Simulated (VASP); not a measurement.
# BN in VASP: notebook

Runs on BN. Level: PBE. Tasks: single point.

All numbers are computed with VASP 6.6.1; they aren't measurements. Logs are shortened: lines on timing, memory, paths and dates and some standing lists are left out, and cuts for length are marked.

### Step 1. The cell of the first run

Symmetry: F-43m, No. 216, cubic system. Conventional cell: a = 3.735 Å, b = 3.735 Å, c = 3.735 Å, α = 90.00°, β = 90.00°, γ = 90.00°. B (site symmetry -43m) has 4 N at 1.62 Å within 2.2 Å. N (site symmetry -43m) has 4 B at 1.62 Å within 2.2 Å.

### Step 2. Single point, PBE (strain +0.030 along x and y, +0.030 along z)

Input file INCAR:

```
ALGO = Normal ; EDIFF = 1E-6
ENCUT = 520 ; GGA = PE
ISIF = 2 ; ISMEAR = 0
LASPH = T ; LCHARG = F
LREAL = F ; LWAVE = F
NBANDS = 11 ; NELM = 100
PREC = Accurate ; SIGMA = 0.05
```

Input file KPOINTS:

```
k-points
0
Gamma
  12 12 12
```

Input file POSCAR:

```
BN
1.0
    0.0000000000      1.8673910300      1.8673910300
    1.8673910300      0.0000000000      1.8673910300
    1.8673910300      1.8673910300      0.0000000000
B N
1 1
Direct
    0.0000000000      0.0000000000      0.0000000000
    0.7500000000      0.7500000000      0.7500000000
```

Potentials or basis: VASP PAW PBE potentials, release 64 (B, N).

On the command line:

```bash
$ cat potpaw_PBE.64/B/POTCAR potpaw_PBE.64/N/POTCAR > POTCAR
$ mpirun -np 1 vasp_std > vasp.out
```

OUTCAR:

```text
EDIFF = 1E-6
   ENCUT = 520
   GGA = PE
   ISIF = 2
   ISMEAR = 0
   LASPH = T
   LREAL = F
   NELM = 100
   PREC = Accurate

 ion  position               nearest neighbor table
   1  0.000  0.000  0.000-   2 1.62   2 1.62   2 1.62   2 1.62
   2  0.750  0.750  0.750-   1 1.62   1 1.62   1 1.62   1 1.62

  LATTYP: Found a face centered cubic cell.
 ALAT       =     3.7347820600

  Lattice vectors:

 A1 = (   0.0000000000,   1.8673910300,   1.8673910300)
 A2 = (   1.8673910300,   0.0000000000,   1.8673910300)
 A3 = (   1.8673910300,   1.8673910300,   0.0000000000)

Analysis of symmetry for initial positions (statically):
=====================================================================
 Subroutine PRICEL returns:
 Original cell was already a primitive cell.

 Routine SETGRP: Setting up the symmetry group for a
 face centered cubic supercell.

 Subroutine GETGRP returns: Found 24 space group operations
 (whereof 24 operations were pure point group operations)
 out of a pool of 48 trial point group operations.

The static configuration has the point symmetry T_d .

Analysis of symmetry for dynamics (positions and initial velocities):
=====================================================================
 Subroutine PRICEL returns:
 Original cell was already a primitive cell.

 Routine SETGRP: Setting up the symmetry group for a
 face centered cubic supercell.

 Subroutine GETGRP returns: Found 24 space group operations
 (whereof 24 operations were pure point group operations)
 out of a pool of 48 trial point group operations.

The dynamic configuration has the point symmetry T_d .

 Subroutine INISYM returns: Found 24 space group operations
 (whereof 24 operations are pure point group operations),
 and found     1 'primitive' translations

----------------------------------------------------------------------------------------

                                     Primitive cell

  volume of cell :      13.0237

  direct lattice vectors                    reciprocal lattice vectors
     0.000000000  1.867391030  1.867391030    -0.267753241  0.267753241  0.267753241
     1.867391030  0.000000000  1.867391030     0.267753241 -0.267753241  0.267753241
     1.867391030  1.867391030  0.000000000     0.267753241  0.267753241 -0.267753241

  length of vectors
     2.640889721  2.640889721  2.640889721     0.463762217  0.463762217  0.463762217

  position of ions in fractional coordinates (direct lattice)
     0.000000000  0.000000000  0.000000000
     0.750000000  0.750000000  0.750000000

  ion indices of the primitive-cell ions
   primitive index   ion index
                 1           1
                 2           2

----------------------------------------------------------------------------------------

 KPOINTS: k-points

Automatic generation of k-mesh.
 Grid dimensions read from file:
 generate k-points for:   12   12   12

 Generating k-lattice:

  Cartesian coordinates                     Fractional coordinates (reciprocal lattice)
    -0.022312770  0.022312770  0.022312770     0.083333333  0.000000000  0.000000000
     0.022312770 -0.022312770  0.022312770     0.000000000  0.083333333  0.000000000
     0.022312770  0.022312770 -0.022312770     0.000000000  0.000000000  0.083333333

  Length of vectors
     0.038646851  0.038646851  0.038646851

  Shift w.r.t. Gamma in fractional coordinates (k-lattice)
     0.000000000  0.000000000  0.000000000

 Subroutine IBZKPT returns following result:
 ===========================================

 Found     72 irreducible k-points:

 Following reciprocal coordinates:
            Coordinates               Weight
  0.000000  0.000000  0.000000      1.000000
  0.083333  0.000000  0.000000      8.000000
  0.166667  0.000000  0.000000      8.000000
  0.250000  0.000000  0.000000      8.000000
  0.333333  0.000000  0.000000      8.000000
  0.416667  0.000000  0.000000      8.000000
[... 16 lines left out ...]
  0.500000  0.166667  0.000000     24.000000
 -0.416667  0.166667  0.000000     24.000000
 [... further k-points ...]
   k-points           NKPTS =     72   k-points in BZ     NKDIM =     72   number of bands    NBANDS=     11
   number of dos      NEDOS =    301   number of ions     NIONS =      2
   total plane-waves  NPLWV =   8000
   dimension x,y,z NGX =    20 NGY =   20 NGZ =   20
   dimension x,y,z NGXF=    40 NGYF=   40 NGZF=   40
   ions per type =               1   1
   NGX,Y,Z   is equivalent  to a cutoff of  12.59, 12.59, 12.59 a.u.
   NGXF,Y,Z  is equivalent  to a cutoff of  25.18, 25.18, 25.18 a.u.
 SYSTEM =  unknown system
   PREC   = accura    normal or accurate (medium, high low for compatibility)
   ISTART =      0    job   : 0-new  1-cont  2-samecut
   ICHARG =      2    charge: 1-file 2-atom 10-const
   ISPIN  =      1    spin polarized calculation?
   LNONCOLLINEAR =      F non collinear calculations
   LSORBIT =      F    spin-orbit coupling
   LASPH  =      T    aspherical Exc in radial PAW
[... 31 lines left out ...]
   LEPSILON=     F    determine dielectric tensor
   LRPA    =     F    only Hartree local field effects (RPA)
 non-spin polarized calculation
 Gauss-broadening in eV      SIGMA  =   0.05
  energy-cutoff  :      520.00
  volume of cell :       13.02
 maximum number of plane-waves:       360
   NGX =  9   NGY =  9   NGZ =  9

 number of electron       8.0000002 magnetization

 Free energy of the ion-electron system (eV)
  ---------------------------------------------------
  ext. energy  EPLUGINS =         0.00000000
  ---------------------------------------------------
  free energy    TOTEN  =       -17.34786321 eV

  energy without entropy =      -17.34786321  energy(sigma->0) =      -17.34786321

 E-fermi :   6.5212     XC(G=0): -12.3454

 val. band max:        6.2454114574   @ k =   0.0000   0.0000   0.0000
 cond. band min:      10.5944600815   @ k =   0.5000   0.5000   0.0000
 fundamental gap:      4.3490486241
 Fermi energy:         6.5211673573

 k-point     1 :       0.0000    0.0000    0.0000
  band No.  band energies     occupation
      1     -12.9161      2.00000
      2       6.2454      2.00000
      3       6.2454      2.00000
      4       6.2454      2.00000
      5      14.6012      0.00000
      6      14.6012      0.00000
      7      14.6012      0.00000
      8      15.0501      0.00000
      9      29.2118      0.00000
     10      32.8509      0.00000
     11      32.8509      0.00000

 k-point     2 :       0.0833    0.0000    0.0000
  band No.  band energies     occupation
      1     -12.7603      2.00000
      2       5.3864      2.00000
      3       6.0834      2.00000
      4       6.0834      2.00000
      5      14.6107      0.00000
      6      14.8468      0.00000
      7      14.8468      0.00000
      8      15.7589      0.00000
      9      29.1785      0.00000
     10      30.8062      0.00000
     11      30.8062      0.00000

 k-point     3 :       0.1667    0.0000    0.0000
  band No.  band energies     occupation
      1     -12.3000      2.00000
      2       3.4239      2.00000
      3       5.6867      2.00000
      4       5.6867      2.00000
      5      14.7172      0.00000
      6      15.4230      0.00000
      7      15.4230      0.00000
      8      17.1779      0.00000
      9      28.9307      0.00000
     10      29.3549      0.00000
     11      29.3549      0.00000

 k-point     4 :       0.2500    0.0000    0.0000
  band No.  band energies     occupation
      1     -11.5607      2.00000
      2       1.1350      2.00000
      3       5.2254      2.00000
      4       5.2254      2.00000
      5      14.8706      0.00000
      6      15.9912      0.00000
      7      15.9912      0.00000
      8      18.5721      0.00000
      9      28.4804      0.00000
     10      28.9419      0.00000
     11      28.9419      0.00000
[... 239 lines left out ...]
 k-point    22 :       0.4167    0.1667    0.0000
  band No.  band energies     occupation
      1      -9.8047      2.00000
      2      -1.3435      2.00000
      3       3.3360      2.00000
      4       3.5754      2.00000
      5      14.2517      0.00000
      6      17.4998      0.00000
      7      18.3079      0.00000
      8      19.0544      0.00000
      9      25.5013      0.00000
     10      30.6672      0.00000
     11      33.2270      0.00000

 k-point    23 :       0.5000    0.1667    0.0000
  band No.  band energies     occupation
      1      -8.9724      2.00000
      2      -2.7194      2.00000
      3       2.8007      2.00000
      4       3.6376      2.00000
      5      14.6052      0.00000
      6      17.4290      0.00000
      7      18.1134      0.00000
      8      20.1873      0.00000
      9      25.8638      0.00000
     10      30.7917      0.00000
     11      32.4368      0.00000

 k-point    24 :      -0.4167    0.1667    0.0000
  band No.  band energies     occupation
      1      -8.8196      2.00000
      2      -2.9480      2.00000
      3       2.4375      2.00000
      4       3.9204      2.00000
      5      15.0270      0.00000
      6      17.2894      0.00000
      7      17.7584      0.00000
      8      20.6935      0.00000
      9      26.1414      0.00000
     10      30.4198      0.00000
     11      31.0428      0.00000

 [... further k-points ...]
[... 5 lines left out ...]
  --------------------------------------------------------------------------------------
  -------------------------------------------------------------------------------------
  Total       -2.2947639     -2.2947639     -2.2947639     -0.0000000     -0.0000000     -0.0000000
  in kB     -282.3012437   -282.3012437   -282.3012437     -0.0000000     -0.0000000     -0.0000000
  external PRESSURE =    -282.3012437 kB  Pullay stress =       0.0000000 kB

 VOLUME and BASIS-vectors are now :
 -----------------------------------------------------------------------------
  energy-cutoff  :      520.00
  volume of cell :       13.02
      direct lattice vectors                 reciprocal lattice vectors
     0.000000000  1.867391030  1.867391030    -0.267753241  0.267753241  0.267753241
     1.867391030  0.000000000  1.867391030     0.267753241 -0.267753241  0.267753241
     1.867391030  1.867391030  0.000000000     0.267753241  0.267753241 -0.267753241

 POSITION                                       TOTAL-FORCE (eV/Angst)
 -----------------------------------------------------------------------------------
      0.00000      0.00000      0.00000        -0.000000     -0.000000     -0.000000
      2.80109      2.80109      2.80109         0.000000      0.000000      0.000000
 -----------------------------------------------------------------------------------
    total drift:                                0.000000      0.000000     -0.000000

  FREE ENERGIE OF THE ION-ELECTRON SYSTEM (eV)
  ---------------------------------------------------
  free  energy   TOTEN  =       -17.3478632109 eV

  energy  without entropy=      -17.3478632109  energy(sigma->0) =      -17.34786321
```

It took 5.6 s on 1 thread of Intel Xeon 6975P-C, shared host; peak memory 0.12 GiB.

What came out:

```yaml
Free_energy: -17.3479 eV
Pressure: -28.2 GPa
Band_gap_on_the_k_mesh: 4.35 eV, indirect (least direct gap 8.36 eV)
```

Levels at points of the mesh, in eV from the valence-band top:
```csv
k point,band 1,band 2,band 3,band 4,band 5,band 6,band 7,band 8
"(0.00, 0.00, 0.00)",-19.16,0.00,0.00,0.00,8.36,8.36,8.36,8.80
"(0.50, 0.00, 0.00)",-15.40,-9.83,-1.76,-1.76,8.91,10.16,10.16,14.25
"(0.50, 0.50, 0.00)",-14.16,-8.31,-4.44,-4.44,4.35,8.67,16.46,16.46
```

Caveat: the cell differs from its parent crystal (strain +0.030 along x and y, +0.030 along z). A k mesh can miss the band edges.

### Step 3. Single point, PBE (strain -0.030 along x and y, +0.000 along z)

Input file INCAR:

```
SYSTEM = BN
ALGO = Normal ; EDIFF = 1E-6
ENCUT = 520 ; GGA = PE
ISIF = 2 ; ISMEAR = 0
LASPH = .TRUE. ; LCHARG = .FALSE.
LREAL = .FALSE. ; LWAVE = .FALSE.
NBANDS = 11 ; NELM = 100
PREC = Accurate ; SIGMA = 0.05
```

Input file KPOINTS:

```
k-points
0
G
  12 12 12
  0 0 0
```

Input file POSCAR:

```
BN
1.0
    0.0000000000      1.7586109700      1.8130010000
    1.7586109700      0.0000000000      1.8130010000
    1.7586109700      1.7586109700      0.0000000000
B N
1 1
Direct
    0.0000000000      0.0000000000      0.0000000000
    0.7500000000      0.7500000000      0.7500000000
```

Potentials or basis: VASP PAW PBE potentials, release 64 (B, N).

On the command line:

```bash
$ cat potpaw_PBE.64/B/POTCAR potpaw_PBE.64/N/POTCAR > POTCAR
$ mpirun -np 1 vasp_std > vasp.out
```

It took 10 s on 1 thread of Intel Xeon 6975P-C, shared host; peak memory 0.13 GiB.

Results (log left out):

| Property | Result |
| --- | --- |
| Free energy | -17.3829 eV |
| Pressure | 25.2 GPa |
| Band gap on the k mesh | 4.22 eV, indirect (least direct gap 8.89 eV) |

Stress tensor (GPa, compression positive):
```
32.07  0.00  0.00
 0.00 32.07  0.00
 0.00  0.00 11.54
```

Levels at points of the mesh, in eV from the valence-band top:
```
           k point  band 2  band 3  band 4  band 5  band 6  band 7
(0.00, 0.00, 0.00)   -0.33    0.00    0.00    8.89    8.89    9.11
(0.50, 0.00, 0.00)  -11.28   -2.40   -1.90   10.14   11.06   11.28
(0.50, 0.50, 0.00)   -9.67   -4.98   -4.98    4.78    9.90   18.56
(0.50, 0.00, 0.50)   -9.22   -5.42   -5.41    4.22    9.17   18.35
```

Caveat: the cell differs from its parent crystal (strain -0.030 along x and y, +0.000 along z). A k mesh can miss the band edges.

### Step 4. Single point, PBE (strain -0.030 along x and y, -0.015 along z)

Input file INCAR:

```
SYSTEM = BN
PREC = Accurate
ENCUT = 520
EDIFF = 1E-7
ISMEAR = 0
SIGMA = 0.05
LREAL = .FALSE.
LASPH = .TRUE.
NELM = 80
ALGO = Normal
ISIF = 2
LWAVE = .FALSE.
LCHARG = .TRUE.
GGA = PE
LELF = .TRUE.
LVHAR = .TRUE.
NBANDS = 11
```

Input file KPOINTS:

```
regular mesh
0
G
  12 12 12
  0 0 0
```

Input file POSCAR:

```
BN
1.0
    0.0000000000      1.7586109700      1.7858059850
    1.7586109700      0.0000000000      1.7858059850
    1.7586109700      1.7586109700      0.0000000000
B N
1 1
Direct
    0.0000000000      0.0000000000      0.0000000000
    0.7500000000      0.7500000000      0.7500000000
```

On the command line:

```bash
$ cat potpaw_PBE.64/B/POTCAR potpaw_PBE.64/N/POTCAR > POTCAR
$ mpirun -np 1 vasp_std > vasp.out
```

It took 10 s on 1 thread of Intel Xeon 6975P-C, shared host; peak memory 0.13 GiB.

It converged, with:

| Property | Result |
| --- | --- |
| Free energy | -17.3632 eV |
| Pressure | 32.4 GPa |
| Band gap on the k mesh | 4.38 eV, indirect (least direct gap 9.05 eV) |

Stress tensor (GPa, compression positive):
```
35.84  0.00  0.00
 0.00 35.84  0.00
 0.00  0.00 25.58
```

Levels at points of the mesh, in eV from the valence-band top:
| k point | band 1 | band 2 | band 3 | band 4 | band 5 | band 6 | band 7 | band 8 |
| --- | --- | --- | --- | --- | --- | --- | --- | --- |
| (0.00, 0.00, 0.00) | -21.07 | -0.16 | 0.00 | 0.00 | 9.05 | 9.05 | 9.16 | 11.40 |
| (0.50, 0.00, 0.00) | -16.52 | -11.38 | -2.25 | -2.00 | 10.66 | 11.11 | 11.24 | 15.89 |
| (0.50, 0.50, 0.00) | -15.19 | -9.57 | -5.15 | -5.15 | 4.67 | 9.80 | 18.89 | 18.89 |
| (0.50, 0.00, 0.50) | -15.00 | -9.34 | -5.37 | -5.37 | 4.38 | 9.43 | 18.79 | 19.05 |

Caveat: the cell differs from its parent crystal (strain -0.030 along x and y, -0.015 along z).

### Step 5. Single point, PBE (strain -0.030 along x and y, +0.030 along z)

Input file INCAR:

```
SYSTEM = BN
PREC     = Accurate       ! precision mode
ENCUT    = 520            ! plane-wave cutoff, eV
EDIFF    = 1E-6           ! SCF threshold, eV
ISMEAR   = 0              ! smearing method
SIGMA    = 0.05           ! smearing width, eV
LREAL    = .FALSE.        ! projectors in reciprocal space
LASPH    = .TRUE.         ! aspherical terms in the spheres
NELM     = 100            ! most SCF steps
ALGO     = Normal         ! electronic algorithm
ISIF     = 2              ! what is computed and relaxed
LWAVE    = .FALSE.        ! write WAVECAR
LCHARG   = .FALSE.        ! write CHGCAR
GGA      = PE             ! functional
NBANDS   = 11             ! bands
```

Input file KPOINTS:

```
Automatic mesh
0
G
  12 12 12
  0 0 0
```

Input file POSCAR:

```
BN
1.0
    0.0000000000      1.7586109700      1.8673910300
    1.7586109700      0.0000000000      1.8673910300
    1.7586109700      1.7586109700      0.0000000000
B N
1 1
Direct
    0.0000000000      0.0000000000      0.0000000000
    0.7500000000      0.7500000000      0.7500000000
```

On the command line:

```bash
$ cat potpaw_PBE.64/B/POTCAR potpaw_PBE.64/N/POTCAR > POTCAR
$ mpirun -np 1 vasp_std > vasp.out
```

It took 10 s on 1 thread of Intel Xeon 6975P-C, shared host; peak memory 0.13 GiB.

It converged, with:

* Free energy: -17.3794 eV
* Pressure: 12.2 GPa
* Band gap on the k mesh: 3.93 eV, indirect (least direct gap 8.59 eV)

Stress tensor (GPa, compression positive):
```
 25.84   0.00   0.00
  0.00  25.84   0.00
  0.00   0.00 -15.10
```

Levels at points of the mesh, in eV from the valence-band top:
| k point | band 2 | band 3 | band 4 | band 5 | band 6 | band 7 |
| --- | --- | --- | --- | --- | --- | --- |
| (0.00, 0.00, 0.00) | -0.66 | 0.00 | 0.00 | 8.59 | 8.59 | 9.02 |
| (0.50, 0.00, 0.00) | -11.11 | -2.69 | -1.71 | 9.15 | 10.95 | 11.33 |
| (0.50, 0.50, 0.00) | -9.86 | -4.66 | -4.66 | 5.00 | 10.09 | 17.90 |
| (0.50, 0.00, 0.50) | -8.98 | -5.49 | -5.48 | 3.93 | 8.69 | 17.46 |

Caveat: the cell differs from its parent crystal (strain -0.030 along x and y, +0.030 along z). A k mesh can miss the band edges.

### Step 6. Single point, PBE (strain +0.000 along x and y, -0.030 along z)

Input file INCAR:

```
PREC = Accurate
ENCUT = 520
EDIFF = 1E-7
ISMEAR = 0
SIGMA = 0.05
LREAL = False
LASPH = True
NELM = 100
ALGO = Normal
ISIF = 2
LWAVE = False
LCHARG = True
GGA = PE
LELF = True
LVHAR = True
NBANDS = 11
```

Input file KPOINTS:

```
Automatic mesh
0
Gamma
  12 12 12
```

Input file POSCAR:

```
BN
1.0
    0.0000000000      1.8130010000      1.7586109700
    1.8130010000      0.0000000000      1.7586109700
    1.8130010000      1.8130010000      0.0000000000
B N
1 1
Direct
    0.0000000000      0.0000000000      0.0000000000
    0.7500000000      0.7500000000      0.7500000000
```

Potentials or basis: VASP PAW PBE potentials, release 64 (B, N).

On the command line:

```bash
$ cat potpaw_PBE.64/B/POTCAR potpaw_PBE.64/N/POTCAR > POTCAR
$ mpirun -np 1 vasp_std > vasp.out
```

Wall time 12 s (1 thread of Intel Xeon 6975P-C, shared host); peak memory 0.13 GiB.

It converged, with:

| Property | Result |
| --- | --- |
| Free energy | -17.4241 eV |
| Pressure | 11.8 GPa |
| Band gap on the k mesh | 3.94 eV, indirect (least direct gap 8.59 eV) |

Stress tensor (GPa, compression positive):
```
 5.73  0.00  0.00
 0.00  5.73  0.00
 0.00  0.00 24.02
```

Levels at points of the mesh, in eV from the valence-band top:
```csv
k point,band 2,band 3,band 4,band 5,band 6,band 7
"(0.00, 0.00, 0.00)",-0.29,-0.29,0.00,8.59,8.81,8.81
"(0.50, 0.00, 0.00)",-11.08,-2.41,-1.94,9.90,10.45,11.13
"(0.50, 0.50, 0.00)",-8.95,-5.48,-5.48,3.94,8.68,18.10
"(0.50, 0.00, 0.50)",-9.40,-5.06,-5.05,4.47,9.41,17.76
```

Caveat: the cell differs from its parent crystal (strain +0.000 along x and y, -0.030 along z). A k mesh can miss the band edges.

### Step 7. Overview

| cell | gap on the mesh (eV) | pressure (GPa) |
| --- | --- | --- |
| a = 2.641 Å, angles 60.0°, 2 atoms | 4.35 | -28.2 |
| a = 2.526, b = 2.526, c = 2.487 Å, angles 60.5, 60.5, 59.0°, 2 atoms | 4.22 | 25.2 |
| a = 2.506, b = 2.506, c = 2.487 Å, angles 60.3, 60.3, 59.5°, 2 atoms | 4.38 | 32.4 |
| a = 2.565, b = 2.565, c = 2.487 Å, angles 61.0, 61.0, 58.0°, 2 atoms | 3.93 | 12.2 |
| a = 2.526, b = 2.526, c = 2.564 Å, angles 59.5, 59.5, 61.0°, 2 atoms | 3.94 | 11.8 |

Alike in all rows: task single point; level PBE; potentials or basis VASP PAW PBE potentials, release 64 (B, N); no spin polarisation; k mesh 12 × 12 × 12; cutoff (eV) 520; smearing gaussian 0.05 eV.

Absolute energies hang on the potentials; compare differences alone.
